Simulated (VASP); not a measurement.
Write the native input for VASP 6.6.1 that does the following.

```yaml
Task: single point
Functional: revPBE
Dispersion: D4
Potentials_or_basis: VASP PAW PBE potentials, release 64 (K_sv, S)
Cutoff: 500 eV
k_mesh: 6 × 6 × 6
Occupations: gaussian, width 0.05 eV
Spin: no spin polarisation
Dipole_correction: no
Further_INCAR_settings: ALGO = Normal; EDIFF = 1e-06; NBANDS = 19
```

The structure of K2S lies in POSCAR:

```
K2S
1.0
    0.0000000000      3.7765993334      3.7765993334
    3.7765993334      0.0000000000      3.7765993334
    3.7765993334      3.7765993334      0.0000000000
K S
2 1
Direct
    0.2500000000      0.2500000000      0.2500000000
    0.7500000000      0.7500000000      0.7500000000
    0.0000000000      0.0000000000      0.0000000000
```

The input as run:

INCAR

```
ALGO = Normal
EDIFF = 1E-6
ENCUT = 500
GGA = RE
GGA_COMPAT = False
ISIF = 2
ISMEAR = 0
IVDW = 13
LASPH = True
LCHARG = False
LREAL = False
LWAVE = False
NBANDS = 19
NELM = 120
PREC = Accurate
SIGMA = 0.05
```

KPOINTS

```
k-points
0
Gamma
  6 6 6
```

Potentials or basis: VASP PAW PBE potentials, release 64 (K_sv, S).

The run is started by

```bash
$ cat potpaw_PBE.64/K_sv/POTCAR potpaw_PBE.64/S/POTCAR > POTCAR
$ mpirun -np 1 vasp_std > vasp.out
```

It gave:

| Quantity | Value |
| --- | --- |
| Pressure | -0.3 GPa |
| Band gap on the k mesh | 2.46 eV (least direct gap 2.60 eV) |
| Dispersion energy per atom | -0.138 eV |

Caveat: the PAW data sets were made with another functional, which shifts forces and pressure a little.

Run time: 65 s on 1 thread of Intel Xeon 8259CL, on a shared host, peak memory 0.24 GiB.
